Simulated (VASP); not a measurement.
Runs of VASP 6.6.1 on LuBeSi4. The structure is that of space group F-43m (No. 216), or close to it. The cells are those of the table. 

| task | cell | k mesh | cutoff (eV) | gap on the mesh (eV) | pressure (GPa) | largest force (eV/Å) |
| --- | --- | --- | --- | --- | --- | --- |
| single point | a = 5.720 Å, angles 60.0°, 6 atoms | 4 × 4 × 4 | 520 | none | 0.1 | 0.02 |
| single point | a = 5.180 Å, angles 60.0°, 6 atoms | 4 × 4 × 4 | 520 | none | 38.1 | 7.19 |
| relaxation of cell and atoms | relaxed from a = 5.180 Å, angles 60.0°, 6 atoms | 4 × 4 × 4 | 600 | none | 0.1 | 0.03 |
| single point | a = 5.723 Å, angles 60.0°, 6 atoms | 8 × 8 × 8 | 520 | none | (a) | 0.03 |

Alike in all rows: level PBE; potentials or basis VASP PAW PBE potentials, release 64 (Lu, Be, Si); no spin polarisation; smearing gaussian 0.1 eV.

Fill in the values left out.

(a) -0.1.

Caveats: some runs use coarse meshes; spin-orbit coupling is left out, which moves the levels of the heavy elements; forces of over 1 eV/Å act on the atoms, so gaps and moduli don't describe the material at rest (some runs).

A k mesh can miss the band edges, and the runs leave out spin-orbit coupling on Lu.

A gap of «none» marks levels without a gap at the run's occupations.
